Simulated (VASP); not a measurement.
# Sb (Pm-3m) in VASP: a series of runs, part 2 of 2

VASP 6.6.1. Earlier steps stand in the parts before.

### Step 3. Single point, HSE06

Contents of POSCAR:

```
Sb
1.0
    3.1600000000      0.0000000000      0.0000000000
    0.0000000000      3.1600000000      0.0000000000
    0.0000000000      0.0000000000      3.1600000000
Sb
1
Direct
    0.0000000000      0.0000000000      0.0000000000
```

Contents of INCAR.step1:

```
SYSTEM = Sb
ALGO     = Normal         ! electronic algorithm
EDIFF    = 1E-5           ! SCF threshold, eV
ENCUT    = 400            ! plane-wave cutoff, eV
GGA      = PE             ! functional
GGA_COMPAT= .False.      
ISIF     = 2              ! what is computed and relaxed
ISMEAR   = -1             ! smearing method
LASPH    = .True.         ! aspherical terms in the spheres
LCHARG   = .False.        ! write CHGCAR
LREAL    = .False.        ! projectors in reciprocal space
LWAVE    = .True.         ! write WAVECAR
NBANDS   = 14             ! bands
NELM     = 120            ! most SCF steps
PREC     = Accurate       ! precision mode
SIGMA    = 0.05           ! smearing width, eV
```

Contents of INCAR.step2:

```
SYSTEM = Sb
ALGO     = Normal         ! electronic algorithm
EDIFF    = 1E-6           ! SCF threshold, eV
ENCUT    = 400            ! plane-wave cutoff, eV
GGA      = PE             ! functional
GGA_COMPAT= .False.      
HFSCREEN = 0.2079         ! screening, 1/A
ISIF     = 2              ! what is computed and relaxed
ISMEAR   = -1             ! smearing method
ISTART   = 1            
LASPH    = .True.         ! aspherical terms in the spheres
LCHARG   = .False.        ! write CHGCAR
LHFCALC  = .True.         ! exact exchange
LREAL    = .False.        ! projectors in reciprocal space
LWAVE    = .False.        ! write WAVECAR
NBANDS   = 14             ! bands
NELM     = 120            ! most SCF steps
PREC     = Accurate       ! precision mode
PRECFOCK = Normal       
SIGMA    = 0.05           ! smearing width, eV
```

Contents of KPOINTS:

```
k-points
0
Gamma
  4 4 4
  0 0 0
```

Potentials or basis: VASP PAW PBE potentials, release 64 (Sb_d_GW).

Run with:

```console
cat potpaw_PBE.64/Sb_d_GW/POTCAR > POTCAR
cp INCAR.step1 INCAR
mpirun -np 1 vasp_std > vasp.out
cp INCAR.step2 INCAR
mpirun -np 1 vasp_std > vasp.out
```

Wall time 1.7 min (1 thread of AMD EPYC 9R45 (Zen 5), shared host); peak memory 0.21 GiB.

It converged, with:

| Quantity | Value |
| --- | --- |
| Free energy | -4.3939 eV |
| Pressure | -5.8 GPa |

Levels at points of the mesh, in eV from the Fermi level:
```csv
k point,band 4,band 5,band 6,band 7,band 8,band 9,band 10,band 11
"(0.00, 0.00, 0.00)",-31.76,-31.76,-13.57,3.35,3.35,3.35,7.34,7.34
"(0.50, 0.00, 0.00)",-31.78,-31.76,-11.05,-6.13,5.43,5.43,9.77,10.96
"(0.50, 0.50, 0.00)",-31.80,-31.71,-8.30,-3.93,-3.93,2.51,7.46,13.69
"(0.50, 0.50, 0.50)",-31.70,-31.70,-5.25,-1.91,-1.91,-1.91,5.24,5.24
```

Caveat: the k points lie up to 0.50 Å⁻¹ apart; the PAW data sets were made with another functional, which shifts forces and pressure a little; spin-orbit coupling is left out, which moves the levels of the heavy elements.

### Step 4. Single point, HSE06

This run uses another cell than the first one, of 28.39 Å³/atom, 0.900 times its volume.

Contents of POSCAR:

```
Sb
1.0
    3.0507517165      0.0000000000      0.0000000000
    0.0000000000      3.0507517165      0.0000000000
    0.0000000000      0.0000000000      3.0507517165
Sb
1
Direct
    0.0000000000      0.0000000000      0.0000000000
```

Contents of INCAR.step1:

```
ALGO = Normal ; EDIFF = 1E-5
ENCUT = 400 ; GGA = PE
GGA_COMPAT = False ; ISIF = 2
ISMEAR = -1 ; LASPH = True
LCHARG = False ; LREAL = False
LWAVE = True ; NBANDS = 14
NELM = 120 ; PREC = Accurate
SIGMA = 0.05
```

Contents of INCAR.step2:

```
ALGO = Normal ; EDIFF = 1E-6
ENCUT = 400 ; GGA = PE
GGA_COMPAT = False ; HFSCREEN = 0.2079
ISIF = 2 ; ISMEAR = -1
ISTART = 1 ; LASPH = True
LCHARG = False ; LHFCALC = True
LREAL = False ; LWAVE = False
NBANDS = 14 ; NELM = 120
PREC = Accurate ; PRECFOCK = Normal
SIGMA = 0.05
```

Contents of KPOINTS:

```
k-points
0
Gamma
  4 4 4
```

Potentials or basis: VASP PAW PBE potentials, release 64 (Sb_d_GW).

Run with:

```console
cat potpaw_PBE.64/Sb_d_GW/POTCAR > POTCAR
cp INCAR.step1 INCAR
mpirun -np 1 vasp_std > vasp.out
cp INCAR.step2 INCAR
mpirun -np 1 vasp_std > vasp.out
```

OUTCAR:

```text
EDIFF = 1E-6
   ENCUT = 400
   GGA = PE
   HFSCREEN = 0.2079
   ISIF = 2
   ISMEAR = -1
   ISTART = 1
   LASPH = True
   LHFCALC = True
   LREAL = False
   NELM = 120
   PREC = Accurate
   PRECFOCK = Normal

 ion  position               nearest neighbor table
   1  0.000  0.000  0.000-

  LATTYP: Found a simple cubic cell.
 ALAT       =     3.0507517165

  Lattice vectors:

[... 341 lines left out ...]
     11      10.8677      0.00000
     12      10.8677      0.00000
     13      12.9890      0.00000
     14      31.7295      0.00000

------------------------ aborting loop because EDIFF is reached ----------------------------------------

  FORCE on cell =-STRESS in cart. coord.  units (eV):
  Direction    XX          YY          ZZ          XY          YZ          ZX
  --------------------------------------------------------------------------------------
  -------------------------------------------------------------------------------------
  Total       -0.0741774     -0.0741774     -0.0741774     -0.0000000     -0.0000000      0.0000000
  in kB       -4.1856346     -4.1856346     -4.1856346     -0.0000000     -0.0000000      0.0000000
  external PRESSURE =      -4.1856346 kB  Pullay stress =       0.0000000 kB

 VOLUME and BASIS-vectors are now :
 -----------------------------------------------------------------------------
  energy-cutoff  :      400.00
  volume of cell :       28.39
      direct lattice vectors                 reciprocal lattice vectors
     3.050751717  0.000000000  0.000000000     0.327788064  0.000000000  0.000000000
     0.000000000  3.050751717  0.000000000     0.000000000  0.327788064  0.000000000
     0.000000000  0.000000000  3.050751717     0.000000000  0.000000000  0.327788064

 POSITION                                       TOTAL-FORCE (eV/Angst)
 -----------------------------------------------------------------------------------
      0.00000      0.00000      0.00000         0.000000      0.000000      0.000000
 -----------------------------------------------------------------------------------
    total drift:                               -0.000001      0.000003     -0.000005

  FREE ENERGIE OF THE ION-ELECTRON SYSTEM (eV)
  ---------------------------------------------------
  free  energy   TOTEN  =        -4.4539502267 eV

  energy  without entropy=       -4.4452739588  energy(sigma->0) =       -4.44961209
```

OUTCAR.step1:

```text
EDIFF = 1E-5
   ENCUT = 400
   GGA = PE
   ISIF = 2
   ISMEAR = -1
   LASPH = True
[... 368 lines left out ...]

 POSITION                                       TOTAL-FORCE (eV/Angst)
 -----------------------------------------------------------------------------------
      0.00000      0.00000      0.00000         0.000000      0.000000      0.000000
 -----------------------------------------------------------------------------------
    total drift:                               -0.000000      0.000000      0.000000

  FREE ENERGIE OF THE ION-ELECTRON SYSTEM (eV)
  ---------------------------------------------------
  free  energy   TOTEN  =        -3.7167096654 eV

  energy  without entropy=       -3.7071526212  energy(sigma->0) =       -3.71193114
```

It took 82 s on 1 thread of Intel Xeon Platinum 8559C (Emerald Rapids), shared host; peak memory 0.23 GiB.

What came out:

| Quantity | Value |
| --- | --- |
| Free energy | -4.4540 eV |
| Pressure | -0.4 GPa |

Levels at points of the mesh, in eV from the Fermi level:
| k point | band 5 | band 6 | band 7 | band 8 | band 9 | band 10 |
| --- | --- | --- | --- | --- | --- | --- |
| (0.00, 0.00, 0.00) | -31.92 | -14.52 | 3.57 | 3.57 | 3.57 | 7.41 |
| (0.50, 0.00, 0.00) | -31.91 | -11.58 | -7.00 | 6.01 | 6.01 | 10.13 |
| (0.50, 0.50, 0.00) | -31.84 | -8.33 | -4.53 | -4.53 | 2.04 | 8.48 |
| (0.50, 0.50, 0.50) | -31.84 | -4.63 | -2.23 | -2.23 | -2.23 | 5.03 |

Caveat: the k points lie up to 0.51 Å⁻¹ apart; the PAW data sets were made with another functional, which shifts forces and pressure a little; spin-orbit coupling is left out, which moves the levels of the heavy elements.

### Step 5. The runs side by side

| level | potentials or basis | cell | k mesh | cutoff (eV) | smearing | grid for exact exchange (PRECFOCK) | second run | screening parameter | gap on the mesh (eV) | pressure (GPa) |
| --- | --- | --- | --- | --- | --- | --- | --- | --- | --- | --- |
| PBE | VASP PAW PBE potentials, release 64 (Sb) | a = 3.160 Å, 1 atom | 8 × 8 × 8 | 500 | methfessel-paxton 0.1 eV | - | - | - | none | -2.3 |
| HSE06 | VASP PAW PBE potentials, release 64 (Sb_d_GW) | a = 3.160 Å, 1 atom | 4 × 4 × 4 | 400 | fermi-dirac 0.05 eV | Normal | valence_matched | 0.2079 1/Å | none | -5.8 |
| HSE06 | VASP PAW PBE potentials, release 64 (Sb_d_GW) | a = 3.051 Å, 1 atom | 4 × 4 × 4 | 400 | fermi-dirac 0.05 eV | Normal | valence_matched | 0.2079 1/Å | none | -0.4 |

Alike in all rows: task single point; no spin polarisation.

Caveats: some runs use coarse meshes; spin-orbit coupling is left out, which moves the levels of the heavy elements; the PAW data sets were made with another functional, which shifts forces and pressure a little (some runs).

Absolute energies hang on the potentials; compare differences alone.
